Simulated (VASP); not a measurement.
# SiC (lda): single point with LDA

SiC (lda):

```
C Si
1.0
     0.00000    1.88335    1.88335
     1.88335    0.00000    1.88335
     1.88335    1.88335    0.00000
C Si
1 1
Direct
  0.00000 0.00000 0.00000
  0.50000 0.50000 0.50000
```

- Program: VASP 6.6.1
- Task: single point
- Functional: LDA
- Potentials or basis: VASP PAW LDA potentials, release 64 (C, Si)
- Cutoff: 600 eV
- k mesh: 16 × 16 × 16
- Occupations: gaussian, width 0.02 eV
- Spin: no spin polarisation

The pressure is 75.8 GPa and the band gap on the k mesh is 0.66 eV, indirect (least direct gap 5.87 eV).

Levels at points of the mesh, in eV from the valence-band top:
```csv
k point,band 1,band 2,band 3,band 4,band 5,band 6,band 7,band 8
"(0.00, 0.00, 0.00)",-21.04,0.00,0.00,0.00,8.96,8.96,8.96,11.87
"(0.50, 0.00, 0.00)",-14.92,-13.38,-1.68,-1.68,6.26,6.26,7.44,11.99
"(0.50, 0.50, 0.00)",-12.50,-11.89,-5.21,-5.21,0.66,1.44,17.96,18.02
```

Wall time 18 s on 1 thread of Intel(R) Xeon(R) Platinum 8488C (Sapphire Rapids), with other jobs on the host, peak memory 0.14 GiB.

A k mesh can miss the band edges. A hybrid or GW would open this gap; LDA tends to underestimate it.
